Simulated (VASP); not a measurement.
# Au (Fm-3m) in VASP: notebook

Au is run at these levels: PBE; tasks: single point.

All numbers are computed with VASP 6.6.1; they aren't measurements. Logs are shortened: lines on timing, memory, paths and dates and some standing lists are left out, and cuts for length are marked.

**1. The cell of the first run**

The structure is cubic, space group Fm-3m (No. 225). The conventional cell has a = 4.080 Å, b = 4.080 Å, c = 4.080 Å, α = 90.00°, β = 90.00°, γ = 90.00°. Within 3.8 Å of Au (site symmetry m-3m) lie 12 Au at 2.88 Å.

**2. Single point, PBE**

The input, INCAR:

```
PREC     = Accurate       # precision mode
ENCUT    = 520            # plane-wave cutoff, eV
EDIFF    = 1E-6           # SCF threshold, eV
ISMEAR   = 0              # smearing method
SIGMA    = 0.1            # smearing width, eV
LREAL    = F              # projectors in reciprocal space
LASPH    = T              # aspherical terms in the spheres
NELM     = 100            # most SCF steps
ALGO     = Normal         # electronic algorithm
ISIF     = 2              # what is computed and relaxed
LWAVE    = F              # write WAVECAR
LCHARG   = F              # write CHGCAR
GGA      = PE             # functional
NBANDS   = 12             # bands
```

The input, KPOINTS:

```
Automatic mesh
0
Gamma
  8 8 8
```

The input, POSCAR:

```
Au
1.0
    0.0000000000      2.0399988786      2.0399988786
    2.0399988786      0.0000000000      2.0399988786
    2.0399988786      2.0399988786      0.0000000000
Au
1
Direct
    0.0000000000      0.0000000000      0.0000000000
```

Potentials or basis: VASP PAW PBE potentials, release 64 (Au).

Launch:

```
> cat potpaw_PBE.64/Au/POTCAR > POTCAR
> mpirun -np 1 vasp_std > vasp.out
```

OUTCAR:

```text
PREC = Accurate
   ENCUT = 520
   EDIFF = 1E-6
   ISMEAR = 0
   LREAL = F
   LASPH = T
   NELM = 100
   ISIF = 2
   GGA = PE

 ion  position               nearest neighbor table
   1  0.000  0.000  0.000-

  LATTYP: Found a face centered cubic cell.
 ALAT       =     4.0799977572

  Lattice vectors:

 A1 = (   0.0000000000,   2.0399988786,   2.0399988786)
 A2 = (   2.0399988786,   0.0000000000,   2.0399988786)
 A3 = (   2.0399988786,   2.0399988786,   0.0000000000)

Analysis of symmetry for initial positions (statically):
=====================================================================
 Subroutine PRICEL returns:
 Original cell was already a primitive cell.

 Routine SETGRP: Setting up the symmetry group for a
 face centered cubic supercell.

 Subroutine GETGRP returns: Found 48 space group operations
 (whereof 48 operations were pure point group operations)
 out of a pool of 48 trial point group operations.

The static configuration has the point symmetry O_h .

Analysis of symmetry for dynamics (positions and initial velocities):
=====================================================================
 Subroutine PRICEL returns:
 Original cell was already a primitive cell.

 Routine SETGRP: Setting up the symmetry group for a
 face centered cubic supercell.

 Subroutine GETGRP returns: Found 48 space group operations
 (whereof 48 operations were pure point group operations)
 out of a pool of 48 trial point group operations.

The dynamic configuration has the point symmetry O_h .

 Subroutine INISYM returns: Found 48 space group operations
 (whereof 48 operations are pure point group operations),
 and found     1 'primitive' translations

----------------------------------------------------------------------------------------

                                     Primitive cell

  volume of cell :      16.9793

  direct lattice vectors                    reciprocal lattice vectors
     0.000000000  2.039998879  2.039998879    -0.245098174  0.245098174  0.245098174
     2.039998879  0.000000000  2.039998879     0.245098174 -0.245098174  0.245098174
     2.039998879  2.039998879  0.000000000     0.245098174  0.245098174 -0.245098174

  length of vectors
     2.884994081  2.884994081  2.884994081     0.424522490  0.424522490  0.424522490

  position of ions in fractional coordinates (direct lattice)
     0.000000000  0.000000000  0.000000000

  ion indices of the primitive-cell ions
   primitive index   ion index
                 1           1

----------------------------------------------------------------------------------------
[... 76 lines left out ...]
   ISIF   =      2    stress and relaxation
   ISYM   =      2    0-nonsym 1-usesym 2-fastsym
   POTIM  = 0.5000    time-step for ionic-motion
   TEBEG  =    0.0;   TEEND  =   0.0 temperature during run
   PSTRESS=    0.0 pullay stress
   NELECT =      11.0000    total number of electrons
   NUPDOWN=      -1.0000    fix difference up-down
   EMIN   =  10.00;   EMAX   =-10.00  energy-range for DOS
   EFERMI =   0.00;   METHOD = LEGACY
   ISMEAR =     0;   SIGMA  =   0.10  broadening in eV -4-tet -1-fermi 0-gaus
   EFERMI_NEDOS =   21; number of points for ismear=-14 and -15
   IALGO  =     38    algorithm
   IMIX   =      4    mixing-type and parameters
     AMIX     =   0.40;   BMIX     =  1.00
     AMIX_MAG =   1.60;   BMIX_MAG =  1.00
  volume/ion in A,a.u.               =      16.98       114.58
  Fermi-wavevector in a.u.,A,eV,Ry     =   1.416552  2.676895 27.301710  2.006619
  Thomas-Fermi vector in A             =   2.537874
   LORBIT       =      0    0 simple, 1 ext, 2 COOP (PROOUT), +10 PAW based schemes
   GGA     = PE    functional components
   LHFCALC =     F    Hartree Fock is set to
   AEXX    =    0.0000 exact exchange contribution
   IVDW    =     0    specifies the selected vdW correction
   LEPSILON=     F    determine dielectric tensor
   LRPA    =     F    only Hartree local field effects (RPA)
 non-spin polarized calculation
 Gauss-broadening in eV      SIGMA  =   0.10
  energy-cutoff  :      520.00
  volume of cell :       16.98
 maximum number of plane-waves:       469
 NGX is ok and might be reduce to    24
   NGX = 11   NGY = 11   NGZ = 11

 number of electron      11.0000000 magnetization

 Free energy of the ion-electron system (eV)
  ---------------------------------------------------
  ext. energy  EPLUGINS =         0.00000000
  ---------------------------------------------------
  free energy    TOTEN  =        -3.15645170 eV

  energy without entropy =       -3.15332946  energy(sigma->0) =       -3.15489058

 E-fermi :   9.4853     XC(G=0): -12.7370

 val. band max:        9.4111783188   @ k =   0.5000   0.2500   0.1250
 cond. band min:       9.6792523892   @ k =   0.5000   0.3750   0.1250
 fundamental gap:      0.2680740704
 Fermi energy:         9.4853283789

 k-point     1 :       0.0000    0.0000    0.0000
  band No.  band energies     occupation
      1      -0.3578      2.00000
      2       4.8318      2.00000
      3       4.8318      2.00000
      4       4.8318      2.00000
      5       6.3578      2.00000
      6       6.3578      2.00000
      7      24.0534      0.00000
      8      28.0756      0.00000
      9      28.0756      0.00000
     10      28.0756      0.00000
     11      32.9889      0.00000
     12      37.6753      0.00000
[... 331 lines left out ...]
 k-point    24 :      -0.3750    0.2500    0.1250
  band No.  band energies     occupation
      1       3.2154      2.00000
      2       4.1554      2.00000
      3       5.2689      2.00000
      4       5.6688      2.00000
      5       7.4263      2.00000
      6      12.1891      0.00000
      7      12.6232      0.00000
      8      21.7559      0.00000
      9      22.6889      0.00000
     10      27.2334      0.00000
     11      33.4452      0.00000
     12      36.4449      0.00000

 [... further k-points ...]
[... 5 lines left out ...]
  --------------------------------------------------------------------------------------
  -------------------------------------------------------------------------------------
  Total        1.0642090      1.0642090      1.0642090     -0.0000000     -0.0000000      0.0000000
  in kB      100.4194212    100.4194212    100.4194212     -0.0000000     -0.0000000      0.0000000
  external PRESSURE =     100.4194212 kB  Pullay stress =       0.0000000 kB

 VOLUME and BASIS-vectors are now :
 -----------------------------------------------------------------------------
  energy-cutoff  :      520.00
  volume of cell :       16.98
      direct lattice vectors                 reciprocal lattice vectors
     0.000000000  2.039998879  2.039998879    -0.245098174  0.245098174  0.245098174
     2.039998879  0.000000000  2.039998879     0.245098174 -0.245098174  0.245098174
     2.039998879  2.039998879  0.000000000     0.245098174  0.245098174 -0.245098174

 POSITION                                       TOTAL-FORCE (eV/Angst)
 -----------------------------------------------------------------------------------
      0.00000      0.00000      0.00000         0.000000      0.000000      0.000000
 -----------------------------------------------------------------------------------
    total drift:                               -0.000000     -0.000000     -0.000000

  FREE ENERGIE OF THE ION-ELECTRON SYSTEM (eV)
  ---------------------------------------------------
  free  energy   TOTEN  =        -3.1564516989 eV

  energy  without entropy=       -3.1533294619  energy(sigma->0) =       -3.15489058
```

stdout:

```text
POSCAR found type information on POSCAR Au
 POSCAR found :  1 types and       1 ions
 scaLAPACK will be used
 LDA part: xc-table for (Slater+PW92), standard interpolation
 POSCAR, INCAR and KPOINTS ok, starting setup
 FFT: planning ... GRIDC
 FFT: planning ... GRID_SOFT
 FFT: planning ... GRID
 WAVECAR not read
 entering main loop
```

Run time: 5 s. Hardware: 1 thread of Intel Xeon Platinum 8259CL at 2.50GHz (Skylake/Cascade Lake), shared host; peak memory 0.14 GiB.

Results:

```yaml
Free_energy: -3.1565 eV
Pressure: 10.0 GPa
```

Levels at points of the mesh, in eV from the Fermi level:
```csv
k point,band 3,band 4,band 5,band 6,band 7,band 8,band 9,band 10
"(0.00, 0.00, 0.00)",-4.65,-4.65,-3.13,-3.13,14.57,18.59,18.59,18.59
"(0.50, 0.00, 0.00)",-4.69,-1.92,-1.92,-0.92,3.15,14.02,17.21,17.21
"(0.50, 0.50, 0.00)",-1.96,-1.59,-1.59,1.06,5.86,10.07,10.07,17.30
```

Caveat: spin-orbit coupling is left out, which moves the levels of the heavy elements.

**3. Single point, PBE**

This run uses another cell than the first one, of 17.97 Å³/atom, 1.059 times its volume.

The input, INCAR:

```
SYSTEM = Au
PREC = Accurate ; ENCUT = 520
EDIFF = 1E-7 ; ISMEAR = 0
SIGMA = 0.1 ; LREAL = .FALSE.
LASPH = .TRUE. ; NELM = 100
ALGO = Normal ; ISIF = 2
LWAVE = .FALSE. ; LCHARG = .FALSE.
GGA = PE ; NBANDS = 12
```

The input, KPOINTS:

```
Automatic mesh
0
G
  18 18 18
  0 0 0
```

The input, POSCAR:

```
Au
1.0
    0.0000000000      2.0790463784      2.0790463784
    2.0790463784      0.0000000000      2.0790463784
    2.0790463784      2.0790463784      0.0000000000
Au
1
Direct
    0.0000000000      0.0000000000      0.0000000000
```

Potentials or basis: VASP PAW PBE potentials, release 64 (Au).

Launch:

```
> cat potpaw_PBE.64/Au/POTCAR > POTCAR
> mpirun -np 1 vasp_std > vasp.out
```

Run time: 21 s. Hardware: 1 thread of Intel Xeon Platinum 8259CL at 2.50GHz (Skylake/Cascade Lake), shared host; peak memory 0.17 GiB.

The run converged. Its results:

| Property | Result |
| --- | --- |
| Free energy | -3.2224 eV |
| Pressure | -0.3 GPa |

Levels at points of the mesh, in eV from the Fermi level:
```
           k point  band 3  band 4  band 5  band 6  band 7  band 8  band 9  band 10
(0.00, 0.00, 0.00)   -4.37   -4.37   -2.99   -2.99   14.63   18.32   18.32    18.32
(0.50, 0.00, 0.00)   -4.40   -1.90   -1.90   -0.66    2.84   14.07   16.78    16.78
(0.50, 0.50, 0.00)   -1.94   -1.60   -1.60    1.22    5.40    9.90    9.90    16.69
```

Caveat: spin-orbit coupling is left out, which moves the levels of the heavy elements.
